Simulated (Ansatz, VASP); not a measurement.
## Pt in VASP and in Ansatz

```
Pt
1.0
     0.00000    1.97237    1.97237
     1.97237    0.00000    1.97237
     1.97237    1.97237    0.00000
Pt
1
Direct
  0.00000 0.00000 0.00000
```

Alike in both runs: task single point; functional LDA; k mesh 22 × 22 × 22; occupations gaussian, width 0.15 eV; no spin polarisation.

|  | VASP | Ansatz |
| --- | --- | --- |
| version | VASP 6.6.1 | Ansatz 0.2.0 |
| potentials or method | VASP PAW LDA potentials, release 64 (Pt), cutoff 520 eV | scalar-relativistic, plane waves, PAW |
| valence electrons in the cell | 10 | 18 |

```tsv
	VASP	Ansatz	Ansatz less VASP
gap on the k mesh at the Fermi level (eV)	none	none	-
pressure (GPa)	-10.1	-10.7	-0.67
```

Ansatz warns that its potentials were made for another functional, while VASP's fit it. LDA's correlation is that of Perdew and Zunger in VASP and of Perdew and Wang (1992) in Ansatz. A gap of «none» marks a metal or a gap that the smearing closes. VASP's potentials hold 10 valence electrons a cell and Ansatz's 18, so a difference there can come from the potentials and not from the codes.

Neither program's run includes spin-orbit coupling.
